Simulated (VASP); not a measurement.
# Br (Fd-3m) in VASP: a series of runs

Runs on Br. Level: PBE. Tasks: single point.

Program: VASP 6.6.1. These are calculated values, not measurements. Logs are shortened: lines on timing, memory, paths and dates and some standing lists are left out, and cuts for length are marked.

## (1) The cell of the first run

It takes space group Fd-3m (No. 227, cubic). Conventional cell: a = 5.374 Å, b = 5.374 Å, c = 5.374 Å, α = 90.00°, β = 90.00°, γ = 90.00°. Br (site symmetry -43m) has 4 Br at 2.33 Å within 3.1 Å.

## (2) Single point, PBE (19.40 Å³/atom)

INCAR reads:

```
SYSTEM = Br
PREC = Accurate
ENCUT = 520
EDIFF = 1E-6
ISMEAR = -1
SIGMA = 0.08
LREAL = .FALSE.
LASPH = .TRUE.
NELM = 60
ALGO = Normal
ISIF = 2
LWAVE = .FALSE.
LCHARG = .FALSE.
GGA = PE
NBANDS = 14
```

KPOINTS reads:

```
regular mesh
0
G
  11 11 11
  0 0 0
```

POSCAR reads:

```
Br
1.0
    0.0000000000      2.6872225691      2.6872225691
    2.6872225691      0.0000000000      2.6872225691
    2.6872225691      2.6872225691      0.0000000000
Br
2
Direct
   -0.1250000000     -0.1250000000     -0.1250000000
    0.1250000000      0.1250000000      0.1250000000
```

Potentials or basis: VASP PAW PBE potentials, release 64 (Br).

Run with:

```sh
$ cat potpaw_PBE.64/Br/POTCAR > POTCAR
$ mpirun -np 1 vasp_std > vasp.out
```

OUTCAR:

```text
SYSTEM = Br
   PREC = Accurate
   ENCUT = 520
   EDIFF = 1E-6
   ISMEAR = -1
   LREAL = .FALSE.
   LASPH = .TRUE.
   NELM = 60
   ISIF = 2
   GGA = PE

 ion  position               nearest neighbor table
   1  0.875  0.875  0.875-   2 2.33   2 2.33   2 2.33   2 2.33
   2  0.125  0.125  0.125-   1 2.33   1 2.33   1 2.33   1 2.33

  LATTYP: Found a face centered cubic cell.
 ALAT       =     5.3744451382

  Lattice vectors:

 A1 = (   0.0000000000,   2.6872225691,   2.6872225691)
 A2 = (   2.6872225691,   0.0000000000,   2.6872225691)
 A3 = (   2.6872225691,   2.6872225691,   0.0000000000)

Analysis of symmetry for initial positions (statically):
=====================================================================
 Subroutine PRICEL returns:
 Original cell was already a primitive cell.

 Routine SETGRP: Setting up the symmetry group for a
 face centered cubic supercell.

 Subroutine GETGRP returns: Found 48 space group operations
 (whereof 12 operations were pure point group operations)
 out of a pool of 48 trial point group operations.

The static configuration has the point symmetry D_3d.
 The point group associated with its full space group is O_h .

Analysis of symmetry for dynamics (positions and initial velocities):
=====================================================================
 Subroutine PRICEL returns:
 Original cell was already a primitive cell.

 Routine SETGRP: Setting up the symmetry group for a
 face centered cubic supercell.

 Subroutine GETGRP returns: Found 48 space group operations
 (whereof 12 operations were pure point group operations)
 out of a pool of 48 trial point group operations.

The dynamic configuration has the point symmetry D_3d.
 The point group associated with its full space group is O_h .

 Subroutine INISYM returns: Found 48 space group operations
 (whereof 12 operations are pure point group operations),
 and found     1 'primitive' translations

----------------------------------------------------------------------------------------

                                     Primitive cell

  volume of cell :      38.8098

  direct lattice vectors                    reciprocal lattice vectors
     0.000000000  2.687222569  2.687222569    -0.186065719  0.186065719  0.186065719
     2.687222569  0.000000000  2.687222569     0.186065719 -0.186065719  0.186065719
     2.687222569  2.687222569  0.000000000     0.186065719  0.186065719 -0.186065719

  length of vectors
[... 92 lines left out ...]
   PSTRESS=    0.0 pullay stress
   NELECT =      14.0000    total number of electrons
   NUPDOWN=      -1.0000    fix difference up-down
   EMIN   =  10.00;   EMAX   =-10.00  energy-range for DOS
   EFERMI =   0.00;   METHOD = LEGACY
   ISMEAR =    -1;   SIGMA  =   0.08  broadening in eV -4-tet -1-fermi 0-gaus
   EFERMI_NEDOS =   21; number of points for ismear=-14 and -15
   IALGO  =     38    algorithm
   IMIX   =      4    mixing-type and parameters
     AMIX     =   0.40;   BMIX     =  1.00
     AMIX_MAG =   1.60;   BMIX_MAG =  1.00
  volume/ion in A,a.u.               =      19.40       130.95
  Fermi-wavevector in a.u.,A,eV,Ry     =   1.165388  2.202264 18.478469  1.358129
  Thomas-Fermi vector in A             =   2.301914
   LORBIT       =      0    0 simple, 1 ext, 2 COOP (PROOUT), +10 PAW based schemes
   GGA     = PE    functional components
   LHFCALC =     F    Hartree Fock is set to
   AEXX    =    0.0000 exact exchange contribution
   IVDW    =     0    specifies the selected vdW correction
   LEPSILON=     F    determine dielectric tensor
   LRPA    =     F    only Hartree local field effects (RPA)
 non-spin polarized calculation
  energy-cutoff  :      520.00
  volume of cell :       38.81
 maximum number of plane-waves:      1055
   NGX = 15   NGY = 15   NGZ = 15

 number of electron      13.9999995 magnetization

 Free energy of the ion-electron system (eV)
  ---------------------------------------------------
  ext. energy  EPLUGINS =         0.00000000
  ---------------------------------------------------
  free energy    TOTEN  =         3.22775429 eV

  energy without entropy =        3.26248947  energy(sigma->0) =        3.24512188

 E-fermi :   7.2855     XC(G=0): -10.3524

 val. band max:        7.2813010829   @ k =  -0.3636   0.3636   0.1818
 cond. band min:       7.3507362073   @ k =  -0.2727   0.3636   0.0909
 fundamental gap:      0.0694351244
 Fermi energy:         7.2854826621

 k-point     1 :       0.0000    0.0000    0.0000
  band No.  band energies     occupation
      1     -14.3835      2.00000
      2      -4.8636      2.00000
      3       0.2481      2.00000
      4       0.2481      2.00000
      5       0.2481      2.00000
      6       4.1148      2.00000
      7       4.1148      2.00000
      8       4.1148      2.00000
      9      11.1757      0.00000
     10      14.0167      0.00000
     11      14.0167      0.00000
     12      16.9796      0.00000
     13      16.9796      0.00000
     14      16.9796      0.00000
[... 377 lines left out ...]
      1     -13.4913      2.00000
      2      -7.5866      2.00000
      3      -1.5770      2.00000
      4      -0.3738      2.00000
      5       1.4748      2.00000
      6       5.1666      2.00000
      7       5.1843      2.00000
      8       6.4863      1.99991
      9      12.4042      0.00000
     10      13.5935      0.00000
     11      13.8949      0.00000
     12      17.6937      0.00000
     13      18.9109      0.00000
     14      19.5965      0.00000

 [... further k-points ...]

------------------------ aborting loop because EDIFF is reached ----------------------------------------

  FORCE on cell =-STRESS in cart. coord.  units (eV):
  Direction    XX          YY          ZZ          XY          YZ          ZX
  --------------------------------------------------------------------------------------
  -------------------------------------------------------------------------------------
  Total       17.1687570     17.1687570     17.1687570      0.0000000     -0.0000000      0.0000000
  in kB      708.7752196    708.7752196    708.7752196      0.0000000     -0.0000000      0.0000000
  external PRESSURE =     708.7752196 kB  Pullay stress =       0.0000000 kB

 VOLUME and BASIS-vectors are now :
 -----------------------------------------------------------------------------
  energy-cutoff  :      520.00
  volume of cell :       38.81
      direct lattice vectors                 reciprocal lattice vectors
     0.000000000  2.687222569  2.687222569    -0.186065719  0.186065719  0.186065719
     2.687222569  0.000000000  2.687222569     0.186065719 -0.186065719  0.186065719
     2.687222569  2.687222569  0.000000000     0.186065719  0.186065719 -0.186065719

 POSITION                                       TOTAL-FORCE (eV/Angst)
 -----------------------------------------------------------------------------------
      4.70264      4.70264      4.70264         0.000000     -0.000000      0.000000
      0.67181      0.67181      0.67181        -0.000000      0.000000     -0.000000
 -----------------------------------------------------------------------------------
    total drift:                                0.000000     -0.000000     -0.000000

  FREE ENERGIE OF THE ION-ELECTRON SYSTEM (eV)
  ---------------------------------------------------
  free  energy   TOTEN  =         3.2277542859 eV

  energy  without entropy=        3.2624894693  energy(sigma->0) =        3.24512188
```

OSZICAR:

```text
N       E                     dE             d eps       ncg     rms          rms(c)
DAV:   1     0.788773043777E+02    0.78877E+02   -0.63120E+03  1568   0.884E+02
DAV:   2     0.692463981053E+01   -0.71953E+02   -0.66489E+02  2242   0.162E+02
DAV:   3     0.322663356882E+01   -0.36980E+01   -0.36578E+01  2000   0.394E+01
DAV:   4     0.320505075611E+01   -0.21583E-01   -0.21575E-01  1832   0.358E+00
DAV:   5     0.320489358880E+01   -0.15717E-03   -0.15716E-03  2066   0.297E-01    0.352E+01
DAV:   6     0.322247834685E+01    0.17585E-01   -0.11692E-02  1796   0.615E-01    0.208E+01
DAV:   7     0.322744694046E+01    0.49686E-02   -0.15492E-02  1868   0.720E-01    0.267E-01
DAV:   8     0.322775780996E+01    0.31087E-03   -0.75632E-04  1844   0.168E-01    0.503E-02
DAV:   9     0.322775635333E+01   -0.14566E-05   -0.54314E-05  2030   0.457E-02    0.204E-02
DAV:  10     0.322775450814E+01   -0.18452E-05   -0.29605E-06  1796   0.108E-02    0.137E-02
DAV:  11     0.322775428590E+01   -0.22224E-06   -0.60268E-07  1354   0.642E-03
   1 F= 0.32277543E+01 E0= 0.32451219E+01  d E =-.347352E-01
```

stdout:

```text
POSCAR found type information on POSCAR Br
 POSCAR found :  1 types and       2 ions
 scaLAPACK will be used
 LDA part: xc-table for (Slater+PW92), standard interpolation
 POSCAR, INCAR and KPOINTS ok, starting setup
 FFT: planning ... GRIDC
 FFT: planning ... GRID_SOFT
 FFT: planning ... GRID
 WAVECAR not read
 entering main loop
```

It took 21 s on 1 thread of Intel Xeon 8259CL, shared host; peak memory 0.16 GiB.

Results:

- Free energy: 3.2278 eV
- Pressure: 70.9 GPa
- Band gap on the k mesh: zero (bands 7 and 8 overlap by 4.92 eV)

Caveat: the cell stands under pressure.

## (3) Single point, PBE (23.72 Å³/atom)

This run uses another cell than the first one, of 23.72 Å³/atom.

INCAR reads:

```
SYSTEM = Br
  ALGO = Normal
  EDIFF = 1E-6
  ENCUT = 520
  GGA = PE
  ISIF = 2
  ISMEAR = -1
  LASPH = .True.
  LCHARG = .False.
  LREAL = .False.
  LWAVE = .False.
  NBANDS = 14
  NELM = 100
  PREC = Accurate
  SIGMA = 0.08
```

KPOINTS reads:

```
k-points
0
Gamma
  11 11 11
  0 0 0
```

POSCAR reads:

```
Br
1.0
    0.0000000000      2.8731195476      2.8731195476
    2.8731195476      0.0000000000      2.8731195476
    2.8731195476      2.8731195476      0.0000000000
Br
2
Direct
   -0.1250000000     -0.1250000000     -0.1250000000
    0.1250000000      0.1250000000      0.1250000000
```

Potentials or basis: VASP PAW PBE potentials, release 64 (Br).

Run with:

```sh
$ cat potpaw_PBE.64/Br/POTCAR > POTCAR
$ mpirun -np 1 vasp_std > vasp.out
```

Wall time 36 s (1 thread of Intel Xeon 8259CL, shared host); peak memory 0.18 GiB.

It converged, with:

```
Free energy            : 0.4753 eV
Pressure               : 35.6 GPa
Band gap on the k mesh : zero (bands 7 and 8 overlap by 3.57 eV)
```

Levels at points of the mesh, in eV from the Fermi level:
```csv
k point,band 5,band 6,band 7,band 8,band 9,band 10
"(0.00, 0.00, 0.00)",-5.77,-2.46,-2.46,-2.46,4.22,7.39
```

Caveat: the cell stands under pressure.

## (4) Single point, PBE (28.03 Å³/atom)

This run uses another cell than the first one, of 28.03 Å³/atom.

INCAR reads:

```
PREC = Accurate ; ENCUT = 520
EDIFF = 1E-7 ; ISMEAR = -1
SIGMA = 0.08 ; LREAL = F
LASPH = T ; NELM = 100
ALGO = Normal ; ISIF = 2
LWAVE = F ; LCHARG = F
GGA = PE ; NBANDS = 14
```

KPOINTS reads:

```
regular mesh
0
Gamma
  11 11 11
```

POSCAR reads:

```
Br
1.0
    0.0000000000      3.0376466421      3.0376466421
    3.0376466421      0.0000000000      3.0376466421
    3.0376466421      3.0376466421      0.0000000000
Br
2
Direct
   -0.1250000000     -0.1250000000     -0.1250000000
    0.1250000000      0.1250000000      0.1250000000
```

Potentials or basis: VASP PAW PBE potentials, release 64 (Br).

Run with:

```sh
$ cat potpaw_PBE.64/Br/POTCAR > POTCAR
$ mpirun -np 1 vasp_std > vasp.out
```

OUTCAR:

```text
PREC = Accurate
   ENCUT = 520
   EDIFF = 1E-7
   ISMEAR = -1
   LREAL = F
   LASPH = T
   NELM = 100
   ISIF = 2
   GGA = PE

 ion  position               nearest neighbor table
   1  0.875  0.875  0.875-   2 2.63   2 2.63   2 2.63   2 2.63
   2  0.125  0.125  0.125-   1 2.63   1 2.63   1 2.63   1 2.63

  LATTYP: Found a face centered cubic cell.
 ALAT       =     6.0752932842

  Lattice vectors:

 A1 = (   0.0000000000,   3.0376466421,   3.0376466421)
 A2 = (   3.0376466421,   0.0000000000,   3.0376466421)
 A3 = (   3.0376466421,   3.0376466421,   0.0000000000)

Analysis of symmetry for initial positions (statically):
=====================================================================
 Subroutine PRICEL returns:
 Original cell was already a primitive cell.

 Routine SETGRP: Setting up the symmetry group for a
 face centered cubic supercell.

 Subroutine GETGRP returns: Found 48 space group operations
 (whereof 12 operations were pure point group operations)
 out of a pool of 48 trial point group operations.

The static configuration has the point symmetry D_3d.
 The point group associated with its full space group is O_h .

Analysis of symmetry for dynamics (positions and initial velocities):
=====================================================================
 Subroutine PRICEL returns:
 Original cell was already a primitive cell.

 Routine SETGRP: Setting up the symmetry group for a
 face centered cubic supercell.

 Subroutine GETGRP returns: Found 48 space group operations
 (whereof 12 operations were pure point group operations)
 out of a pool of 48 trial point group operations.

The dynamic configuration has the point symmetry D_3d.
 The point group associated with its full space group is O_h .

 Subroutine INISYM returns: Found 48 space group operations
 (whereof 12 operations are pure point group operations),
 and found     1 'primitive' translations

[... 122 lines left out ...]
   IVDW    =     0    specifies the selected vdW correction
   LEPSILON=     F    determine dielectric tensor
   LRPA    =     F    only Hartree local field effects (RPA)
 non-spin polarized calculation
  energy-cutoff  :      520.00
  volume of cell :       56.06
 maximum number of plane-waves:      1530
   NGX = 15   NGY = 15   NGZ = 15

 number of electron      14.0000001 magnetization

 Free energy of the ion-electron system (eV)
  ---------------------------------------------------
  ext. energy  EPLUGINS =         0.00000000
  ---------------------------------------------------
  free energy    TOTEN  =        -0.91432030 eV

  energy without entropy =       -0.86138506  energy(sigma->0) =       -0.88785268

 E-fermi :   2.6790     XC(G=0):  -8.5451

 val. band max:        2.6624488806   @ k =   0.4545   0.1818   0.0909
 cond. band min:       2.6856952556   @ k =  -0.3636   0.0909   0.0000
 fundamental gap:      0.0232463750
 Fermi energy:         2.6789711474

 k-point     1 :       0.0000    0.0000    0.0000
  band No.  band energies     occupation
      1     -15.2134      2.00000
      2     -10.3201      2.00000
      3      -2.0746      2.00000
      4      -2.0746      2.00000
      5      -2.0746      2.00000
      6       0.7905      2.00000
      7       0.7905      2.00000
      8       0.7905      2.00000
      9       7.2285      0.00000
     10      10.6404      0.00000
     11      10.6404      0.00000
     12      12.8202      0.00000
     13      12.8202      0.00000
     14      12.8202      0.00000
[... 377 lines left out ...]
      1     -14.6742      2.00000
      2     -11.3648      2.00000
      3      -3.1912      2.00000
      4      -2.4783      2.00000
      5      -1.7634      2.00000
      6       1.2375      2.00000
      7       1.4469      2.00000
      8       2.2082      1.99445
      9       9.0581      0.00000
     10       9.4555      0.00000
     11      10.2239      0.00000
     12      13.4196      0.00000
     13      13.4325      0.00000
     14      14.6432      0.00000

 [... further k-points ...]

------------------------ aborting loop because EDIFF is reached ----------------------------------------

  FORCE on cell =-STRESS in cart. coord.  units (eV):
  Direction    XX          YY          ZZ          XY          YZ          ZX
  --------------------------------------------------------------------------------------
  -------------------------------------------------------------------------------------
  Total        6.2883236      6.2883236      6.2883236      0.0000000      0.0000000      0.0000000
  in kB      179.7230225    179.7230225    179.7230225      0.0000000      0.0000000      0.0000000
  external PRESSURE =     179.7230225 kB  Pullay stress =       0.0000000 kB

 VOLUME and BASIS-vectors are now :
 -----------------------------------------------------------------------------
  energy-cutoff  :      520.00
  volume of cell :       56.06
      direct lattice vectors                 reciprocal lattice vectors
     0.000000000  3.037646642  3.037646642    -0.164601107  0.164601107  0.164601107
     3.037646642  0.000000000  3.037646642     0.164601107 -0.164601107  0.164601107
     3.037646642  3.037646642  0.000000000     0.164601107  0.164601107 -0.164601107

 POSITION                                       TOTAL-FORCE (eV/Angst)
 -----------------------------------------------------------------------------------
      5.31588      5.31588      5.31588         0.000000      0.000000      0.000000
      0.75941      0.75941      0.75941        -0.000000     -0.000000     -0.000000
 -----------------------------------------------------------------------------------
    total drift:                                0.000000      0.000000     -0.000000

  FREE ENERGIE OF THE ION-ELECTRON SYSTEM (eV)
  ---------------------------------------------------
  free  energy   TOTEN  =        -0.9143202974 eV

  energy  without entropy=       -0.8613850598  energy(sigma->0) =       -0.88785268
```

OSZICAR:

```text
N       E                     dE             d eps       ncg     rms          rms(c)
DAV:   1     0.768516497458E+02    0.76852E+02   -0.57779E+03  1568   0.837E+02
DAV:   2     0.382428432030E+01   -0.73027E+02   -0.68222E+02  2166   0.147E+02
DAV:   3    -0.880947563891E+00   -0.47052E+01   -0.46452E+01  2054   0.422E+01
DAV:   4    -0.917770064204E+00   -0.36823E-01   -0.36815E-01  1838   0.443E+00
DAV:   5    -0.918107514446E+00   -0.33745E-03   -0.33743E-03  2108   0.419E-01    0.161E+01
DAV:   6    -0.914614995795E+00    0.34925E-02   -0.39348E-03  1856   0.335E-01    0.958E+00
DAV:   7    -0.914310566407E+00    0.30443E-03   -0.60243E-03  1838   0.413E-01    0.108E-01
DAV:   8    -0.914297536163E+00    0.13030E-04   -0.23921E-04  1904   0.947E-02    0.250E-02
DAV:   9    -0.914313901616E+00   -0.16365E-04   -0.19814E-05  1910   0.303E-02    0.993E-03
DAV:  10    -0.914319489484E+00   -0.55879E-05   -0.51200E-06  1832   0.136E-02    0.101E-02
DAV:  11    -0.914320324201E+00   -0.83472E-06   -0.11789E-06  1832   0.793E-03    0.520E-04
DAV:  12    -0.914320297360E+00    0.26841E-07   -0.28968E-08  1552   0.118E-03
   1 F= -.91432030E+00 E0= -.88785268E+00  d E =-.529352E-01
```

stdout:

```text
POSCAR found type information on POSCAR Br
 POSCAR found :  1 types and       2 ions
 scaLAPACK will be used
 LDA part: xc-table for (Slater+PW92), standard interpolation
 POSCAR, INCAR and KPOINTS ok, starting setup
 FFT: planning ... GRIDC
 FFT: planning ... GRID_SOFT
 FFT: planning ... GRID
 WAVECAR not read
 entering main loop
```

It took 32 s on 1 thread of Intel Xeon 8259CL, shared host; peak memory 0.19 GiB.

Results:

- Free energy: -0.9143 eV
- Pressure: 18.0 GPa
- Band gap on the k mesh: zero (bands 7 and 8 overlap by 2.68 eV)

Caveat: the cell stands under pressure.

## (5) Summary

| cell | gap on the mesh (eV) | pressure (GPa) |
| --- | --- | --- |
| a = 3.800 Å, angles 60.0°, 2 atoms | none | 70.9 |
| a = 4.063 Å, angles 60.0°, 2 atoms | none | 35.6 |
| a = 4.296 Å, angles 60.0°, 2 atoms | none | 18.0 |

Alike in all rows: task single point; level PBE; potentials or basis VASP PAW PBE potentials, release 64 (Br); no spin polarisation; k mesh 11 × 11 × 11; cutoff (eV) 520; smearing fermi-dirac 0.08 eV.

Caveats: the cell stands under pressure.

Total energies depend on the potentials used, so only differences within one code and one set of settings carry meaning.

The gap in the log of VASP goes by the Fermi energy; the results here count the filled bands.